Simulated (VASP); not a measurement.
# O (Pm-3m) in VASP: single point with LDA

Aim: the single point of O with LDA.

Everything below comes from runs of VASP 6.6.1. Logs are shortened: lines on timing, memory, paths and dates and some standing lists are left out, and cuts for length are marked.

**1. The cell of the first run**

It takes space group Pm-3m (No. 221, cubic). The conventional cell has a = 1.941 Å, b = 1.941 Å, c = 1.941 Å, α = 90.00°, β = 90.00°, γ = 90.00°. Within 2.6 Å of O (site symmetry m-3m) lie 6 O at 1.94 Å.

**2. Single point, LDA**

Contents of INCAR:

```
PREC     = Accurate       # precision mode
ENCUT    = 520            # plane-wave cutoff, eV
EDIFF    = 1E-6           # SCF threshold, eV
ISMEAR   = -1             # smearing method
SIGMA    = 0.05           # smearing width, eV
LREAL    = False          # projectors in reciprocal space
LASPH    = True           # aspherical terms in the spheres
NELM     = 60             # most SCF steps
ALGO     = Normal         # electronic algorithm
ISIF     = 2              # what is computed and relaxed
LWAVE    = False          # write WAVECAR
LCHARG   = False          # write CHGCAR
NBANDS   = 9              # bands
```

Contents of KPOINTS:

```
regular mesh
0
Gamma
  18 18 18
```

Contents of POSCAR:

```
O
1.0
    1.9406588072      0.0000000000      0.0000000000
    0.0000000000      1.9406588072      0.0000000000
    0.0000000000      0.0000000000      1.9406588072
O
1
Direct
    0.0000000000      0.0000000000      0.0000000000
```

Potentials or basis: VASP PAW LDA potentials, release 64 (O).

Started as:

```bash
$ cat potpaw_LDA.64/O/POTCAR > POTCAR
$ mpirun -np 1 vasp_std > vasp.out
```

OUTCAR:

```text
PREC = Accurate
   ENCUT = 520
   EDIFF = 1E-6
   ISMEAR = -1
   LREAL = False
   LASPH = True
   NELM = 60
   ISIF = 2

 ion  position               nearest neighbor table
   1  0.000  0.000  0.000-

  LATTYP: Found a simple cubic cell.
 ALAT       =     1.9406588072

  Lattice vectors:

 A1 = (   1.9406588072,   0.0000000000,   0.0000000000)
 A2 = (   0.0000000000,   1.9406588072,   0.0000000000)
 A3 = (   0.0000000000,   0.0000000000,   1.9406588072)

Analysis of symmetry for initial positions (statically):
=====================================================================
 Subroutine PRICEL returns:
 Original cell was already a primitive cell.

 Routine SETGRP: Setting up the symmetry group for a
 simple cubic supercell.

 Subroutine GETGRP returns: Found 48 space group operations
 (whereof 48 operations were pure point group operations)
 out of a pool of 48 trial point group operations.

The static configuration has the point symmetry O_h .

Analysis of symmetry for dynamics (positions and initial velocities):
=====================================================================
 Subroutine PRICEL returns:
 Original cell was already a primitive cell.

 Routine SETGRP: Setting up the symmetry group for a
 simple cubic supercell.

 Subroutine GETGRP returns: Found 48 space group operations
 (whereof 48 operations were pure point group operations)
 out of a pool of 48 trial point group operations.

The dynamic configuration has the point symmetry O_h .

 Subroutine INISYM returns: Found 48 space group operations
 (whereof 48 operations are pure point group operations),
 and found     1 'primitive' translations

----------------------------------------------------------------------------------------

                                     Primitive cell

  volume of cell :       7.3088

  direct lattice vectors                    reciprocal lattice vectors
     1.940658807  0.000000000  0.000000000     0.515288930  0.000000000  0.000000000
     0.000000000  1.940658807  0.000000000     0.000000000  0.515288930  0.000000000
     0.000000000  0.000000000  1.940658807     0.000000000  0.000000000  0.515288930

  length of vectors
     1.940658807  1.940658807  1.940658807     0.515288930  0.515288930  0.515288930

  position of ions in fractional coordinates (direct lattice)
     0.000000000  0.000000000  0.000000000

  ion indices of the primitive-cell ions
   primitive index   ion index
                 1           1

----------------------------------------------------------------------------------------

 KPOINTS: regular mesh

Automatic generation of k-mesh.
 Grid dimensions read from file:
 generate k-points for:   18   18   18

 Generating k-lattice:

  Cartesian coordinates                     Fractional coordinates (reciprocal lattice)
     0.028627163  0.000000000  0.000000000     0.055555556  0.000000000  0.000000000
     0.000000000  0.028627163  0.000000000     0.000000000  0.055555556  0.000000000
     0.000000000  0.000000000  0.028627163     0.000000000  0.000000000  0.055555556

  Length of vectors
     0.028627163  0.028627163  0.028627163

  Shift w.r.t. Gamma in fractional coordinates (k-lattice)
     0.000000000  0.000000000  0.000000000

 Subroutine IBZKPT returns following result:
 ===========================================

 Found    220 irreducible k-points:

 Following reciprocal coordinates:
            Coordinates               Weight
  0.000000  0.000000  0.000000      1.000000
  0.055556  0.000000  0.000000      6.000000
  0.111111  0.000000  0.000000      6.000000
  0.166667  0.000000  0.000000      6.000000
  0.222222  0.000000  0.000000      6.000000
  0.277778  0.000000  0.000000      6.000000
[... 16 lines left out ...]
  0.277778  0.111111  0.000000     24.000000
  0.333333  0.111111  0.000000     24.000000
 [... further k-points ...]
   k-points           NKPTS =    220   k-points in BZ     NKDIM =    220   number of bands    NBANDS=      9
   number of dos      NEDOS =    301   number of ions     NIONS =      1
   total plane-waves  NPLWV =   2744
   dimension x,y,z NGX =    14 NGY =   14 NGZ =   14
   dimension x,y,z NGXF=    28 NGYF=   28 NGZF=   28
   ions per type =               1
   NGX,Y,Z   is equivalent  to a cutoff of  11.99, 11.99, 11.99 a.u.
   NGXF,Y,Z  is equivalent  to a cutoff of  23.99, 23.99, 23.99 a.u.
 SYSTEM =  unknown system
   PREC   = accura    normal or accurate (medium, high low for compatibility)
   ISTART =      0    job   : 0-new  1-cont  2-samecut
   ICHARG =      2    charge: 1-file 2-atom 10-const
   ISPIN  =      1    spin polarized calculation?
   LNONCOLLINEAR =      F non collinear calculations
   LSORBIT =      F    spin-orbit coupling
   LASPH  =      T    aspherical Exc in radial PAW
   ENCUT  =  520.0 eV  38.22 Ry    6.18 a.u.   3.61  3.61  3.61*2*pi/ulx,y,z
   NELM   =     60;   NELMIN=  2; NELMDL= -5     # of ELM steps
   EDIFF  = 0.1E-05   stopping-criterion for ELM
   LREAL  =      F    real-space projection
   EDIFFG = 0.1E-04   stopping-criterion for IOM
   NSW    =      0    number of steps for IOM
   IBRION =     -1    ionic relax: 0-MD 1-quasi-New 2-CG
   NFREE  =      0    steps in history (QN), initial steepest desc. (CG)
   ISIF   =      2    stress and relaxation
   ISYM   =      2    0-nonsym 1-usesym 2-fastsym
   POTIM  = 0.5000    time-step for ionic-motion
   TEBEG  =    0.0;   TEEND  =   0.0 temperature during run
   PSTRESS=    0.0 pullay stress
   NELECT =       6.0000    total number of electrons
   NUPDOWN=      -1.0000    fix difference up-down
   EMIN   =  10.00;   EMAX   =-10.00  energy-range for DOS
   EFERMI =   0.00;   METHOD = LEGACY
   ISMEAR =    -1;   SIGMA  =   0.05  broadening in eV -4-tet -1-fermi 0-gaus
   EFERMI_NEDOS =   21; number of points for ismear=-14 and -15
   IALGO  =     38    algorithm
   IMIX   =      4    mixing-type and parameters
     AMIX     =   0.40;   BMIX     =  1.00
     AMIX_MAG =   1.60;   BMIX_MAG =  1.00
  volume/ion in A,a.u.               =       7.31        49.32
  Fermi-wavevector in a.u.,A,eV,Ry     =   1.532884  2.896731 31.970078  2.349734
  Thomas-Fermi vector in A             =   2.640028
   LORBIT       =      0    0 simple, 1 ext, 2 COOP (PROOUT), +10 PAW based schemes
   GGA     = CA    functional components
   LHFCALC =     F    Hartree Fock is set to
   AEXX    =    0.0000 exact exchange contribution
   IVDW    =     0    specifies the selected vdW correction
   LEPSILON=     F    determine dielectric tensor
   LRPA    =     F    only Hartree local field effects (RPA)
 non-spin polarized calculation
  energy-cutoff  :      520.00
  volume of cell :        7.31
 maximum number of plane-waves:       208
   NGX =  7   NGY =  7   NGZ =  7

 number of electron       6.0000003 magnetization

 Free energy of the ion-electron system (eV)
  ---------------------------------------------------
  ext. energy  EPLUGINS =         0.00000000
  ---------------------------------------------------
  free energy    TOTEN  =        -3.95842429 eV

  energy without entropy =       -3.95286486  energy(sigma->0) =       -3.95564458

 E-fermi :   3.5711     XC(G=0): -12.9772

 val. band max:        3.5609329829   @ k =   0.3333   0.1667   0.1667
 cond. band min:       3.5771150010   @ k =   0.3889   0.1667   0.1111
 fundamental gap:      0.0161820181
 Fermi energy:         3.5711351698

 k-point     1 :       0.0000    0.0000    0.0000
  band No.  band energies     occupation
      1     -19.4996      2.00000
      2       4.6902      0.00000
      3       4.6902      0.00000
      4       4.6902      0.00000
      5      20.2061      0.00000
      6      30.8492      0.00000
      7      30.8492      0.00000
      8      49.5147      0.00000
      9      49.5147      0.00000

 k-point     2 :       0.0556    0.0000    0.0000
  band No.  band energies     occupation
      1     -19.4171      2.00000
      2       4.3309      0.00000
      3       4.7218      0.00000
      4       4.7218      0.00000
      5      20.3444      0.00000
      6      30.9619      0.00000
      7      31.0596      0.00000
      8      49.2832      0.00000
      9      49.2870      0.00000

 k-point     3 :       0.1111    0.0000    0.0000
  band No.  band energies     occupation
      1     -19.1730      2.00000
      2       3.3397      1.98065
      3       4.8134      0.00000
      4       4.8134      0.00000
      5      20.7195      0.00000
      6      31.2977      0.00000
      7      31.5838      0.00000
      8      48.5998      0.00000
      9      48.5998      0.00000

 k-point     4 :       0.1667    0.0000    0.0000
  band No.  band energies     occupation
      1     -18.7746      2.00000
      2       1.9145      2.00000
      3       4.9563      0.00000
      4       4.9563      0.00000
      5      21.2569      0.00000
      6      31.8522      0.00000
      7      32.1464      0.00000
      8      47.5611      0.00000
      9      47.5611      0.00000
[... 205 lines left out ...]
 k-point    22 :       0.2222    0.1111    0.0000
  band No.  band energies     occupation
      1     -17.9214      2.00000
      2       0.4711      2.00000
      3       3.9007      0.00274
      4       5.2496      0.00000
      5      22.1126      0.00000
      6      32.5766      0.00000
      7      33.2698      0.00000
      8      44.0830      0.00000
      9      46.3683      0.00000

 k-point    23 :       0.2778    0.1111    0.0000
  band No.  band energies     occupation
      1     -17.2799      2.00000
      2      -1.2087      2.00000
      3       4.1508      0.00002
      4       5.4408      0.00000
      5      22.6489      0.00000
      6      32.4554      0.00000
      7      33.9886      0.00000
      8      43.0197      0.00000
      9      45.2729      0.00000

 k-point    24 :       0.3333    0.1111    0.0000
  band No.  band energies     occupation
      1     -16.5779      2.00000
      2      -2.7965      2.00000
      3       4.3946      0.00000
      4       5.6247      0.00000
      5      23.1763      0.00000
      6      31.9537      0.00000
      7      34.9146      0.00000
      8      41.9053      0.00000
      9      44.2318      0.00000

 [... further k-points ...]

------------------------ aborting loop because EDIFF is reached ----------------------------------------

  FORCE on cell =-STRESS in cart. coord.  units (eV):
  Direction    XX          YY          ZZ          XY          YZ          ZX
  --------------------------------------------------------------------------------------
  -------------------------------------------------------------------------------------
  Total        0.0114425      0.0114425      0.0114425     -0.0000000     -0.0000000      0.0000000
  in kB        2.5083290      2.5083290      2.5083290     -0.0000000     -0.0000000      0.0000000
  external PRESSURE =       2.5083290 kB  Pullay stress =       0.0000000 kB

 VOLUME and BASIS-vectors are now :
 -----------------------------------------------------------------------------
  energy-cutoff  :      520.00
  volume of cell :        7.31
      direct lattice vectors                 reciprocal lattice vectors
     1.940658807  0.000000000  0.000000000     0.515288930  0.000000000  0.000000000
     0.000000000  1.940658807  0.000000000     0.000000000  0.515288930  0.000000000
     0.000000000  0.000000000  1.940658807     0.000000000  0.000000000  0.515288930

 POSITION                                       TOTAL-FORCE (eV/Angst)
 -----------------------------------------------------------------------------------
      0.00000      0.00000      0.00000         0.000000      0.000000      0.000000
 -----------------------------------------------------------------------------------
    total drift:                               -0.000000      0.000000     -0.000000

  FREE ENERGIE OF THE ION-ELECTRON SYSTEM (eV)
  ---------------------------------------------------
  free  energy   TOTEN  =        -3.9584242901 eV

  energy  without entropy=       -3.9528648640  energy(sigma->0) =       -3.95564458
```

It took 5.5 s on 1 thread of AMD EPYC 7R43 (Zen 3), shared host; peak memory 0.08 GiB.

Results:

| Item | Value |
| --- | --- |
| Free energy | -3.9584 eV |
| Pressure | 0.3 GPa |
| Band gap on the k mesh | zero (band 3 reaches 5.81 eV, above the bottom of band 4 at -0.45 eV) |

Levels at points of the mesh, in eV from the Fermi level:
| k point | band 1 | band 2 | band 3 | band 4 | band 5 | band 6 |
| --- | --- | --- | --- | --- | --- | --- |
| (0.00, 0.00, 0.00) | -23.07 | 1.12 | 1.12 | 1.12 | 16.63 | 27.28 |
| (0.50, 0.00, 0.00) | -19.04 | -9.28 | 2.24 | 2.24 | 21.38 | 26.57 |
| (0.50, 0.50, 0.00) | -15.50 | -6.25 | -6.25 | 3.16 | 12.73 | 31.78 |
| (0.50, 0.50, 0.50) | -12.33 | -4.02 | -4.02 | -4.02 | 20.55 | 20.55 |
